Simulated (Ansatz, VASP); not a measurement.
Two plane-wave programs on Si8Ni

File INCAR:

```
ALGO = Normal ; DIPOL = 0.5 0.5 0.477
EDIFF = 1E-7 ; ENCUT = 520
GGA = PE ; IDIPOL = 3
ISIF = 2 ; ISMEAR = 0
LASPH = T ; LCHARG = T
LDIPOL = T ; LELF = T
LREAL = F ; LVACPOTAV = T
LVHAR = T ; LWAVE = F
NBANDS = 31 ; NELM = 100
PREC = Accurate ; SIGMA = 0.1
```

Contents of KPOINTS:

```
k-points
0
Gamma
  15 11 1
```

The input POSCAR:

```
Si8Ni
1.0
    3.8402545000      0.0000000000      0.0000000000
    0.0000000000      5.4309400000      0.0000000000
    0.0000000000      0.0000000000     27.6803818893
Si Ni
8 1
Direct
    0.5000000000      0.0000000000      0.3612666921
    0.0000000000      0.2500000000      0.3612666921
    0.0000000000      0.5000000000      0.4306344957
    0.5000000000      0.7500000000      0.4306344957
    0.5000000000     -0.0333184114      0.5062640297
    0.0000000000      0.2448108896      0.4999757331
    0.0000000000      0.5452323613      0.5660258470
    0.5000000000      0.7882658161      0.5856134276
    0.5000000000      0.3387365505      0.5476293194
```

Input for Ansatz:

```yaml
crystal:
  lattice:
    - [3.8402545, 0.0, 0.0]
    - [0.0, 5.43094, 0.0]
    - [0.0, 0.0, 27.6803818893]
  atoms:
    - { symbol: Si, position: [0.5, 0.0, 0.3612666921] }
    - { symbol: Si, position: [0.0, 0.25, 0.3612666921] }
    - { symbol: Si, position: [0.0, 0.5, 0.4306344957] }
    - { symbol: Si, position: [0.5, 0.75, 0.4306344957] }
    - { symbol: Si, position: [0.5, -0.0333184114, 0.5062640297] }
    - { symbol: Si, position: [0.0, 0.2448108896, 0.4999757331] }
    - { symbol: Si, position: [0.0, 0.5452323613, 0.566025847] }
    - { symbol: Si, position: [0.5, 0.7882658161, 0.5856134276] }
    - { symbol: Ni, position: [0.5, 0.3387365505, 0.5476293194] }
basis:
  ecutwfc: 420.0
  fft_grid_basis: typed
kpoints:
  mp_grid: { grid: [15, 11, 1] }
hamiltonian:
  xc: pbe
  pseudopotentials: { kind: paw }
scf:
  occupations: { method: gaussian, width: 0.1 }
output:
  forces: true
  eigenvalues: true
  band_densities:
    - { e_range: [-2.0, -1.0] }
    - { e_range: [-1.0, -0.5] }
    - { e_range: [-0.5, -0.25] }
    - { e_range: [-0.25, 0.0] }
    - { e_range: [0.0, 0.25] }
    - { e_range: [0.25, 0.5] }
    - { e_range: [0.5, 1.0] }
    - { e_range: [1.0, 1.5] }
  band_residual_tolerance: 1.0e-05
  write_potential: true
  elf: true
  write_density: true
  volumetric_format: npy
efield:
  axis: 3
  dipole_correction: true
  ramp_width: 0.04
checkpoint:
  read: start.run
  write: ck
  compress: false
  write_wavefunctions: false
  write_every: 100000
```

Alike in both runs: task single point; functional PBE; k mesh 15 × 11 × 1; occupations gaussian, width 0.1 eV; no spin polarisation.

|  | VASP | Ansatz |
| --- | --- | --- |
| version | VASP 6.6.1 | Ansatz 0.2.0 |
| potentials or method | VASP PAW PBE potentials, release 64 (Si, Ni), cutoff 520 eV | scalar-relativistic, plane waves, PAW |
| valence electrons in the cell | 42 | 50 |

|  | VASP | Ansatz | Ansatz less VASP |
| --- | --- | --- | --- |
| gap on the k mesh at the Fermi level (eV) | none | none | - |
| rms of the force components (eV/Å) | 0.169 | 0.168 | -0.0008 |
| work function, face that differs most (eV) | 4.92 | 4.91 | -0.004 |

Atom by atom the forces differ by 0.006 eV/Å (rms over components). A gap of «none» marks a metal or a gap that the smearing closes. With one functional, cell and mesh, what is left measures potentials, basis and numerics. VASP's potentials hold 42 valence electrons a cell and Ansatz's 50, so a difference there can come from the potentials and not from the codes.
